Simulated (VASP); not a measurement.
A run of VASP 6.6.1 is set up as follows.

Contents of INCAR:

```
  PREC = Accurate
  ENCUT = 600
  EDIFF = 1E-6
  ISMEAR = -1
  SIGMA = 0.1
  LREAL = False
  LASPH = True
  NELM = 60
  ALGO = Normal
  ISIF = 3
  LWAVE = False
  LCHARG = False
  GGA = PS
  IBRION = 2
  NSW = 60
  EDIFFG = -0.005
```

Contents of KPOINTS:

```
Automatic mesh
0
Gamma
  15 15 15
```

The input POSCAR:

```
Ge
1.0
    2.7377415812      0.0000000000      0.0000000000
    0.0000000000      2.7377415812      0.0000000000
    0.0000000000      0.0000000000      2.7377415812
Ge
1
Direct
    0.0000000000      0.0000000000      0.0000000000
```

Potentials or basis: VASP PAW PBE potentials, release 64 (Ge_d).

Run with:

```bash
$ cat potpaw_PBE.64/Ge_d/POTCAR > POTCAR
$ mpirun -np 1 vasp_std > vasp.out
```

(1) Predict the relaxed volume.

(2) Predict the space group after relaxing (to 0.05 Å).

(3) Predict the band gap on the k mesh.

(4) Estimate the relaxed cell.

Results:

(1) 18.97 Å³/atom.

(2) Pm-3m (No. 221).

(3) zero (band 7 reaches 13.12 eV, above the bottom of band 8 at 3.86 eV).

(4) a = 2.667 Å, b = 2.667 Å, c = 2.667 Å, α = 90.00°, β = 90.00°, γ = 90.00°.

Caveat: the PAW data sets were made with another functional, which shifts forces and pressure a little.
